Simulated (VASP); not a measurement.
Wanted: the native input for a VASP 6.6.1 run.

* Task: single point
* Functional: PBE
* Potentials or basis: VASP PAW PBE potentials, release 64 (Ni, Al)
* Cutoff: 520 eV
* k mesh: 8 × 8 × 8
* Occupations: gaussian, width 0.016 eV
* Spin: collinear spin, ferromagnetic start
* Starting moments: [1.0, 1.0, 1.0, 0.0] μB
* Dipole correction: no
* Further INCAR settings: ALGO = Normal; EDIFF = 1e-06; NBANDS = 28

The structure of AlNi3 lies in POSCAR:

```
AlNi3
1.0
    3.5230547267      0.0000000000      0.0000000000
    0.0000000000      3.5230547267      0.0000000000
    0.0000000000      0.0000000000      3.5230547267
Ni Al
3 1
Direct
    0.5000000000      0.5000000000      0.0000000000
    0.5000000000      0.0000000000      0.5000000000
    0.0000000000      0.5000000000      0.5000000000
    0.0000000000      0.0000000000      0.0000000000
```

These files were run (other wordings do the same):

INCAR

```
PREC = Accurate
ENCUT = 520
EDIFF = 1E-6
ISMEAR = 0
SIGMA = 0.016
LREAL = False
LASPH = True
NELM = 150
ALGO = Normal
ISIF = 2
LWAVE = False
LCHARG = True
ISPIN = 2
MAGMOM = 1 1 1 0
LORBIT = 11
LMAXMIX = 4
GGA = PE
LELF = True
LVHAR = True
NBANDS = 28
```

KPOINTS

```
regular mesh
0
Gamma
  8 8 8
```

Potentials or basis: VASP PAW PBE potentials, release 64 (Ni, Al).

The run is started by

```console
$ cat potpaw_PBE.64/Ni/POTCAR potpaw_PBE.64/Al/POTCAR > POTCAR
$ mpirun -np 1 vasp_std > vasp.out
```

It gave:

```
Pressure                                              : 7.4 GPa
Net moment                                            : 0.76 μB per cell
Site moments                                          : Ni +0.27; Al -0.01 μB
Valence electrons inside the program's atomic spheres : Ni 9.45; Al 0.82
```

Wall time 49 s on 1 thread of AMD EPYC 9R45 96-Core Processor (Zen 5) (shared host), peak memory 0.18 GiB.
